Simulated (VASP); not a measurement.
Here is a VASP 6.6.1 calculation.

File INCAR:

```
  ALGO = Normal
  EDIFF = 1E-6
  ENCUT = 520
  GGA = CA
  ISIF = 2
  ISMEAR = -1
  LASPH = True
  LCHARG = False
  LREAL = False
  LWAVE = False
  NBANDS = 14
  NELM = 80
  PREC = Accurate
  SIGMA = 0.1
```

KPOINTS

```
k-points
0
Gamma
  14 14 14
```

File POSCAR:

```
Rh
1.0
    2.4474726682      0.0000000000      0.0000000000
    0.0000000000      2.4474726682      0.0000000000
    0.0000000000      0.0000000000      2.4474726682
Rh
1
Direct
    0.0000000000      0.0000000000      0.0000000000
```

Potentials or basis: VASP PAW LDA potentials, release 64 (Rh_pv).

Command:

```bash
$ cat potpaw_LDA.64/Rh_pv/POTCAR > POTCAR
$ mpirun -np 1 vasp_std > vasp.out
```

Predict the pressure.

10.9 GPa.
